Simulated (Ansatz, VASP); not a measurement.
**One calculation of S, two programs**

```
S
1.0
    -1.31744    1.31744    1.31744
     1.31744   -1.31744    1.31744
     1.31744    1.31744   -1.31744
S
1
Direct
  0.00000 0.00000 0.00000
```

Change from the starting cell: volume scaled by 0.58, norm-conserving files.

Alike in both runs: task single point; functional PBE; k mesh 16 × 16 × 16; occupations fermi-dirac, width 0.1 eV; no spin polarisation.

|  | VASP | Ansatz |
| --- | --- | --- |
| version | VASP 6.6.1 | Ansatz 0.2.0 |
| potentials or method | VASP PAW PBE potentials, release 64 (S) | norm-conserving pseudopotentials, scalar-relativistic |
| plane-wave cutoff (eV) | 520 | 770 |
| valence electrons in the cell | 6 | 6 |

Ansatz gave:

* pressure (GPa): 134.5

Question: What did VASP give for the same quantities?

Answer: Pressure (GPa): 132.8.

Both programs put the cell under a high pressure, so it lies far from rest at this level. The functional is the same, so the differences come from potentials, cutoffs and numerics.

Noted on VASP's run: the cell as given lies far from equilibrium.
